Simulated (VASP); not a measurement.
Si, 4 atoms in the cell. It takes space group P6_3/mmc (No. 194, hexagonal). Conventional cell: a = 3.831 Å, b = 3.831 Å, c = 6.333 Å, α = 90.00°, β = 90.00°, γ = 120.00°. Si (site symmetry 3m) has 4 Si at 2.35 to 2.37 Å within 3.1 Å. 

- Program: VASP 6.6.1
- Task: single point
- Functional: PBEsol
- Potentials or basis: VASP PAW PBE potentials, release 64 (Si)
- Cutoff: 520 eV
- k mesh: 7 × 7 × 4
- Occupations: fermi-dirac, width 0.1 eV
- Spin: no spin polarisation
- Dipole correction: no
- Further INCAR settings: ALGO = Normal; EDIFF = 1e-07; NBANDS = 16

Potentials or basis: VASP PAW PBE potentials, release 64 (Si).

Run with:

```bash
$ cat potpaw_PBE.64/Si/POTCAR > POTCAR
$ mpirun -np 1 vasp_std > vasp.out
```

Hardware: 1 thread of Intel(R) Xeon(R) Platinum 8259CL CPU @ 2.50GHz (Skylake/Cascade Lake) (shared host).

Q: How long does it take, and how much memory?

A: Wall time 30 s on 1 thread of Intel(R) Xeon(R) Platinum 8259CL CPU @ 2.50GHz (Skylake/Cascade Lake), on a shared host, peak memory 0.18 GiB. Counts: scf iterations 13, k points 24.
